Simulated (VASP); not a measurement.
# LiTmH4 (C2/m) in VASP: a series of runs

The runs below take LiTmH4 through single point, relaxation of cell and atoms, with PBE.

All numbers are computed with VASP 6.6.1; they aren't measurements. Logs are shortened: lines on timing, memory, paths and dates and some standing lists are left out, and cuts for length are marked.

## (1) The cell of the first run

It takes space group C2/m (No. 12, monoclinic). The conventional cell has a = 6.924 Å, b = 3.114 Å, c = 6.505 Å, α = 90.00°, β = 121.20°, γ = 90.00°. Within 2.3 Å of Li (site symmetry 2/m) lie 2 H at 1.74 Å. Tm (site symmetry 2/m) has 10 H at 2.17 to 2.25 Å within 2.9 Å. Within 2.3 Å of H (site symmetry m) lie 1 Li at 1.74 Å and 1 H at 2.05 Å and 2 Tm at 2.25 Å. H (site symmetry m) has 6 H at 2.05 to 2.45 Å and 3 Tm at 2.17 to 2.21 Å and 2 Li at 2.63 Å within 2.7 Å.

The cell was generated, and may not be a known phase.

## (2) Single point, PBE

INCAR reads:

```
SYSTEM = LiTmH4
  ALGO = Normal
  EDIFF = 1E-6
  ENCUT = 750
  GGA = PE
  GGA_COMPAT = .False.
  ISIF = 2
  ISMEAR = 0
  LASPH = .True.
  LCHARG = .True.
  LELF = .True.
  LMAXMIX = 6
  LREAL = .False.
  LVHAR = .True.
  LWAVE = .False.
  NBANDS = 17
  NELM = 200
  PREC = Accurate
  SIGMA = 0.15
```

KPOINTS reads:

```
k-points
0
Gamma
  4 4 2
  0 0 0
```

POSCAR reads:

```
LiTmH4
1.0
    3.4620190680     -1.5569974681     -0.0387926270
    3.4620190680      1.5569974681     -0.0387926270
   -3.3070169521      0.0000000000      5.6011252370
Li Tm H
1 1 4
Direct
    0.0000000000      0.0000000000      0.0000000000
    0.5000000000      0.5000000000      0.5000000000
    0.0712582541      0.0712582541      0.7795136323
    0.7355762851      0.7355762851      0.3748208570
    0.9287417459      0.9287417459      0.2204863677
    0.2644237149      0.2644237149      0.6251791430
```

Potentials or basis: VASP PAW PBE potentials, release 64 (Li_sv, Tm_3, H), 4f in core.

Started as:

```bash
$ cat potpaw_PBE.64/Li_sv/POTCAR potpaw_PBE.64/Tm_3/POTCAR potpaw_PBE.64/H/POTCAR > POTCAR
$ mpirun -np 1 vasp_std > vasp.out
```

OUTCAR:

```text
SYSTEM = LiTmH4
   EDIFF = 1E-6
   ENCUT = 750
   GGA = PE
   ISIF = 2
   ISMEAR = 0
   LASPH = .True.
   LREAL = .False.
   NELM = 200
   PREC = Accurate

 ion  position               nearest neighbor table
   1  0.000  0.000  0.000-   3 1.74   5 1.74
   2  0.500  0.500  0.500-   4 2.17   6 2.17   6 2.21   6 2.21   4 2.21   4 2.21   3 2.25   5 2.25
                             3 2.25   5 2.25
   3  0.071  0.071  0.780-   1 1.74   2 2.25   2 2.25
   4  0.736  0.736  0.375-   2 2.17   2 2.21   2 2.21
   5  0.929  0.929  0.220-   1 1.74   2 2.25   2 2.25
   6  0.264  0.264  0.625-   2 2.17   2 2.21   2 2.21

  LATTYP: Found a base centered monoclinic cell.
 ALAT       =     6.9244728016
 B/A-ratio  =     0.4497085952
 C/A-ratio  =     0.9393544285
 COS(beta)  =    -0.5180335855

  Lattice vectors:

 A1 = (   3.4620190680,  -1.5569974681,  -0.0387926270)
 A2 = (   3.4620190680,   1.5569974681,  -0.0387926270)
 A3 = (  -3.3070169521,   0.0000000000,   5.6011252370)

Analysis of symmetry for initial positions (statically):
=====================================================================
 Subroutine PRICEL returns:
 Original cell was already a primitive cell.

 Routine SETGRP: Setting up the symmetry group for a
 base centered monoclinic supercell.

 Subroutine GETGRP returns: Found  4 space group operations
 (whereof  4 operations were pure point group operations)
 out of a pool of  4 trial point group operations.

The static configuration has the point symmetry C_2h.

Analysis of symmetry for dynamics (positions and initial velocities):
=====================================================================
 Subroutine PRICEL returns:
 Original cell was already a primitive cell.

 Routine SETGRP: Setting up the symmetry group for a
 base centered monoclinic supercell.

 Subroutine GETGRP returns: Found  4 space group operations
 (whereof  4 operations were pure point group operations)
 out of a pool of  4 trial point group operations.

The dynamic configuration has the point symmetry C_2h.

 Subroutine INISYM returns: Found  4 space group operations
 (whereof  4 operations are pure point group operations),
 and found     1 'primitive' translations

----------------------------------------------------------------------------------------

                                     Primitive cell

  volume of cell :      59.9846

  direct lattice vectors                    reciprocal lattice vectors
     3.462019068 -1.556997468 -0.038792627     0.145386235 -0.321130901  0.085838956
     3.462019068  1.556997468 -0.038792627     0.145386235  0.321130901  0.085838956
    -3.307016952  0.000000000  5.601125237     0.002013850  0.000000000  0.179724572

  length of vectors
     3.796224705  3.796224705  6.504534191     0.362809233  0.362809233  0.179735855

  position of ions in fractional coordinates (direct lattice)
     0.000000000  0.000000000  0.000000000
     0.500000000  0.500000000  0.500000000
     0.071258254  0.071258254  0.779513632
     0.735576285  0.735576285  0.374820857
     0.928741746  0.928741746  0.220486368
     0.264423715  0.264423715  0.625179143

  ion indices of the primitive-cell ions
   primitive index   ion index
                 1           1
                 2           2
                 3           3
                 4           4
                 5           5
                 6           6

----------------------------------------------------------------------------------------

 KPOINTS: k-points

Automatic generation of k-mesh.
 Grid dimensions read from file:
 generate k-points for:    4    4    2

 Generating k-lattice:

  Cartesian coordinates                     Fractional coordinates (reciprocal lattice)
     0.036346559 -0.080282725  0.021459739     0.250000000  0.000000000 -0.000000000
     0.036346559  0.080282725  0.021459739     0.000000000  0.250000000 -0.000000000
     0.001006925  0.000000000  0.089862286     0.000000000  0.000000000  0.500000000

  Length of vectors
     0.090702308  0.090702308  0.089867927

  Shift w.r.t. Gamma in fractional coordinates (k-lattice)
     0.000000000  0.000000000  0.000000000

 Subroutine IBZKPT returns following result:
 ===========================================

 Found     14 irreducible k-points:

 Following reciprocal coordinates:
            Coordinates               Weight
  0.000000  0.000000  0.000000      1.000000
  0.250000  0.000000  0.000000      4.000000
  0.500000  0.000000  0.000000      2.000000
  0.250000  0.250000  0.000000      2.000000
  0.500000  0.250000  0.000000      4.000000
 -0.250000  0.250000  0.000000      2.000000
  0.500000  0.500000  0.000000      1.000000
 -0.000000 -0.000000  0.500000      1.000000
  0.250000  0.000000  0.500000      4.000000
  0.500000  0.000000  0.500000      2.000000
  0.250000  0.250000  0.500000      2.000000
  0.500000  0.250000  0.500000      4.000000
 -0.250000  0.250000  0.500000      2.000000
  0.500000  0.500000  0.500000      1.000000
   k-points           NKPTS =     14   k-points in BZ     NKDIM =     14   number of bands    NBANDS=     17
   number of dos      NEDOS =    301   number of ions     NIONS =      6
   total plane-waves  NPLWV =  77760
   dimension x,y,z NGX =    36 NGY =   36 NGZ =   60
   dimension x,y,z NGXF=    72 NGYF=   72 NGZF=  120
   ions per type =               1   1   4
   NGX,Y,Z   is equivalent  to a cutoff of  15.77, 15.77, 15.34 a.u.
   NGXF,Y,Z  is equivalent  to a cutoff of  31.53, 31.53, 30.67 a.u.
 SYSTEM =  LiTmH4
   PREC   = accura    normal or accurate (medium, high low for compatibility)
   ISTART =      0    job   : 0-new  1-cont  2-samecut
   ICHARG =      2    charge: 1-file 2-atom 10-const
   ISPIN  =      1    spin polarized calculation?
   LNONCOLLINEAR =      F non collinear calculations
   LSORBIT =      F    spin-orbit coupling
   LASPH  =      T    aspherical Exc in radial PAW
   ENCUT  =  750.0 eV  55.12 Ry    7.42 a.u.   8.48  8.48 14.52*2*pi/ulx,y,z
   NELM   =    200;   NELMIN=  2; NELMDL= -5     # of ELM steps
   EDIFF  = 0.1E-05   stopping-criterion for ELM
   LREAL  =      F    real-space projection
   EDIFFG = 0.1E-04   stopping-criterion for IOM
   NSW    =      0    number of steps for IOM
   IBRION =     -1    ionic relax: 0-MD 1-quasi-New 2-CG
   NFREE  =      0    steps in history (QN), initial steepest desc. (CG)
   ISIF   =      2    stress and relaxation
   ISYM   =      2    0-nonsym 1-usesym 2-fastsym
   POTIM  = 0.5000    time-step for ionic-motion
   TEBEG  =    0.0;   TEEND  =   0.0 temperature during run
   PSTRESS=    0.0 pullay stress
   NELECT =      16.0000    total number of electrons
   NUPDOWN=      -1.0000    fix difference up-down
   EMIN   =  10.00;   EMAX   =-10.00  energy-range for DOS
   EFERMI =   0.00;   METHOD = LEGACY
   ISMEAR =     0;   SIGMA  =   0.15  broadening in eV -4-tet -1-fermi 0-gaus
   EFERMI_NEDOS =   21; number of points for ismear=-14 and -15
   IALGO  =     38    algorithm
   IMIX   =      4    mixing-type and parameters
     AMIX     =   0.40;   BMIX     =  1.00
     AMIX_MAG =   1.60;   BMIX_MAG =  1.00
  volume/ion in A,a.u.               =      10.00        67.47
  Fermi-wavevector in a.u.,A,eV,Ry     =   1.053824  1.991439 15.109890  1.110546
  Thomas-Fermi vector in A             =   2.188961
   LORBIT       =      0    0 simple, 1 ext, 2 COOP (PROOUT), +10 PAW based schemes
   GGA     = PE    functional components
   LHFCALC =     F    Hartree Fock is set to
   AEXX    =    0.0000 exact exchange contribution
   IVDW    =     0    specifies the selected vdW correction
   LEPSILON=     F    determine dielectric tensor
   LRPA    =     F    only Hartree local field effects (RPA)
 non-spin polarized calculation
 Gauss-broadening in eV      SIGMA  =   0.15
  energy-cutoff  :      750.00
  volume of cell :       59.98
 maximum number of plane-waves:      2813
 NGX is ok and might be reduce to    36
   NGX = 17   NGY = 17   NGZ = 29

 number of electron      16.0000001 magnetization

 Free energy of the ion-electron system (eV)
  ---------------------------------------------------
  ext. energy  EPLUGINS =         0.00000000
  ---------------------------------------------------
  free energy    TOTEN  =       -21.52283954 eV

  energy without entropy =      -21.51598358  energy(sigma->0) =      -21.51941156

 E-fermi :   1.9726     XC(G=0):  -8.9821

 val. band max:        1.9654986370   @ k =   0.0000   0.0000   0.0000
 cond. band min:       2.0502768259   @ k =   0.2500   0.2500   0.0000
 fundamental gap:      0.0847781889
 Fermi energy:         1.9725910667

 k-point     1 :       0.0000    0.0000    0.0000
  band No.  band energies     occupation
      1     -44.8911      2.00000
      2     -23.4877      2.00000
      3     -23.0741      2.00000
      4     -22.8653      2.00000
      5      -6.4478      2.00000
      6      -2.4564      2.00000
[... 9 lines left out ...]
     16      10.2700      0.00000
     17      12.9736      0.00000

 k-point     2 :       0.2500    0.0000    0.0000
  band No.  band energies     occupation
      1     -44.8886      2.00000
      2     -23.4232      2.00000
      3     -23.3383      2.00000
      4     -23.0738      2.00000
      5      -5.0419      2.00000
      6      -2.6888      2.00000
[... 9 lines left out ...]
     16      10.8989      0.00000
     17      11.4614      0.00000

 k-point     3 :       0.5000    0.0000    0.0000
  band No.  band energies     occupation
      1     -44.8861      2.00000
      2     -23.7729      2.00000
      3     -23.3571      2.00000
      4     -23.0728      2.00000
      5      -3.3351      2.00000
      6      -2.3724      2.00000
[... 9 lines left out ...]
     16      10.0701      0.00000
     17      11.0522      0.00000

 k-point     4 :       0.2500    0.2500    0.0000
  band No.  band energies     occupation
      1     -44.8907      2.00000
      2     -23.4871      2.00000
      3     -23.2035      2.00000
      4     -22.8787      2.00000
      5      -5.3379      2.00000
      6      -2.8878      2.00000
[... 9 lines left out ...]
     16      11.1752      0.00000
     17      11.7767      0.00000

 k-point     5 :       0.5000    0.2500    0.0000
  band No.  band energies     occupation
      1     -44.8882      2.00000
      2     -23.4342      2.00000
      3     -23.3491      2.00000
      4     -23.1904      2.00000
      5      -3.4064      2.00000
      6      -2.5683      2.00000
[... 9 lines left out ...]
     16      10.2696      0.00000
     17      11.6803      0.00000

 k-point     6 :      -0.2500    0.2500    0.0000
  band No.  band energies     occupation
      1     -44.8861      2.00000
      2     -23.7655      2.00000
      3     -23.3586      2.00000
      4     -23.0803      2.00000
      5      -2.8130      2.00000
      6      -2.7786      2.00000
[... 9 lines left out ...]
     16      11.2771      0.00000
     17      11.6328      0.00000
[... 81 lines left out ...]
 k-point    11 :       0.2500    0.2500    0.5000
  band No.  band energies     occupation
      1     -44.8907      2.00000
      2     -23.4872      2.00000
      3     -23.2035      2.00000
      4     -22.8787      2.00000
      5      -5.3737      2.00000
      6      -2.6732      2.00000
[... 9 lines left out ...]
     16      10.6586      0.00000
     17      12.3131      0.00000

 k-point    12 :       0.5000    0.2500    0.5000
  band No.  band energies     occupation
      1     -44.8882      2.00000
      2     -23.4336      2.00000
      3     -23.3493      2.00000
      4     -23.1902      2.00000
      5      -3.6568      2.00000
      6      -2.2953      2.00000
[... 9 lines left out ...]
     16      10.2008      0.00000
     17      10.6178      0.00000

 k-point    13 :      -0.2500    0.2500    0.5000
  band No.  band energies     occupation
      1     -44.8861      2.00000
      2     -23.7655      2.00000
      3     -23.3585      2.00000
      4     -23.0804      2.00000
      5      -2.9477      2.00000
      6      -2.5683      2.00000
[... 9 lines left out ...]
     16       9.8903      0.00000
     17      11.4560      0.00000

 k-point    14 :       0.5000    0.5000    0.5000
  band No.  band energies     occupation
      1     -44.8903      2.00000
      2     -23.5114      2.00000
      3     -23.3010      2.00000
      4     -22.8920      2.00000
      5      -3.9120      2.00000
      6      -2.8756      2.00000
[... 9 lines left out ...]
     16      10.8652      0.00000
     17      12.1605      0.00000

------------------------ aborting loop because EDIFF is reached ----------------------------------------

  FORCE on cell =-STRESS in cart. coord.  units (eV):
  Direction    XX          YY          ZZ          XY          YZ          ZX
  --------------------------------------------------------------------------------------
  -------------------------------------------------------------------------------------
  Total        0.3503418      0.0802425     -0.1250225      0.0000000      0.0000000     -0.0386938
  in kB        9.3575605      2.1432619     -3.3393258      0.0000000      0.0000000     -1.0335041
  external PRESSURE =       2.7204989 kB  Pullay stress =       0.0000000 kB

 VOLUME and BASIS-vectors are now :
 -----------------------------------------------------------------------------
  energy-cutoff  :      750.00
  volume of cell :       59.98
      direct lattice vectors                 reciprocal lattice vectors
     3.462019068 -1.556997468 -0.038792627     0.145386235 -0.321130901  0.085838956
     3.462019068  1.556997468 -0.038792627     0.145386235  0.321130901  0.085838956
    -3.307016952  0.000000000  5.601125237     0.002013850  0.000000000  0.179724572

 POSITION                                       TOTAL-FORCE (eV/Angst)
 -----------------------------------------------------------------------------------
      0.00000      0.00000      0.00000         0.000000      0.000000      0.000000
      1.80851      0.00000      2.76177         0.000000      0.000000      0.000000
     -2.08447      0.00000      4.36062        -0.004509      0.000000      0.020229
      3.85362      0.00000      2.04235         0.025301      0.000000     -0.045588
      5.70149      0.00000      1.16292         0.004509      0.000000     -0.020229
     -0.23660      0.00000      3.48119        -0.025301      0.000000      0.045588
 -----------------------------------------------------------------------------------
    total drift:                                0.000000      0.000000      0.000000

  FREE ENERGIE OF THE ION-ELECTRON SYSTEM (eV)
  ---------------------------------------------------
  free  energy   TOTEN  =       -21.5228395401 eV

  energy  without entropy=      -21.5159835816  energy(sigma->0) =      -21.51941156
```

Run time: 36 s. Hardware: 1 thread of Intel Xeon 8259CL, shared host; peak memory 0.28 GiB.

Results:

```
Free energy            : -21.5228 eV
Pressure               : 0.3 GPa
Largest force          : 0.052 eV/Å
Band gap on the k mesh : zero (bands 8 and 9 overlap by 0.65 eV)
```

Forces on the atoms (eV/Å):
```
Li   0.000  0.000  0.000
Tm   0.000  0.000  0.000
H   -0.005  0.000  0.020
H    0.025  0.000 -0.046
H    0.005  0.000 -0.020
H   -0.025  0.000  0.046
```

Caveat: the k points lie up to 0.57 Å⁻¹ apart, too coarse for converged energies and pressures of a metal; spin-orbit coupling is left out, which moves the levels of the heavy elements; the 4f electrons are frozen in the core, so they carry no moment and show no levels. Spin polarisation is off, so any magnetic state and its effect on volume and gap are missing.

(Continued in part 2 of 2.)

The gap in the log of VASP goes by the Fermi energy; the results here count the filled bands.